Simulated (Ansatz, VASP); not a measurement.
# Ru8N in VASP and in Ansatz

```
Ru N
1.0
     5.39519    0.00000    0.00000
    -2.69759    4.67237    0.00000
     0.00000    0.00000   25.03831
Ru N
16 2
Direct
  0.33333 0.16667 0.15976
  0.33333 0.66667 0.15976
  0.83333 0.16667 0.15976
  0.83333 0.66667 0.15976
  0.16667 0.33333 0.24494
  0.16667 0.83333 0.24494
  0.66667 0.33333 0.24494
  0.66667 0.83333 0.24494
  0.33333 0.16667 0.32997
  0.33333 0.66667 0.32997
  0.83333 0.16667 0.32997
  0.83333 0.66667 0.32997
  0.16667 0.33333 0.41290
  0.16667 0.83333 0.41290
  0.66667 0.33333 0.41290
  0.66667 0.83333 0.41290
  0.16667 0.50000 0.55668
  0.16667 0.50000 0.60061
```

Alike in both runs: task single point; functional PBE; dispersion D3(BJ); k mesh 6 × 6 × 1; occupations gaussian, width 0.1 eV; no spin polarisation.

|  | VASP | Ansatz |
| --- | --- | --- |
| version | VASP 6.6.1 | Ansatz 0.2.0 |
| potentials or method | VASP PAW PBE potentials, release 64 (Ru_pv, N), cutoff 520 eV | scalar-relativistic, plane waves, PAW |
| valence electrons in the cell | 234 | 266 |

Ansatz gave:

```
gap on the k mesh at the Fermi level (eV)  : none
rms of the force components (eV/Å)         : 0.211
work function, face that differs most (eV) : 5.09
```

Question: Estimate VASP's values.

Answer: gap on the k mesh at the Fermi level (eV): none; rms of the force components (eV/Å): 0.458; work function, face that differs most (eV): 5.08.

Atom by atom the forces differ by 0.345 eV/Å (rms over components). A gap of «none» marks a metal or a gap that the smearing closes. One of these differences is far larger than is usual between the two programs; its cause wasn't traced. VASP's potentials hold 234 valence electrons a cell and Ansatz's 266, so a difference there can come from the potentials and not from the codes.

Noted on VASP's run: the standard files for N, O and F lose accuracy on very short bonds.
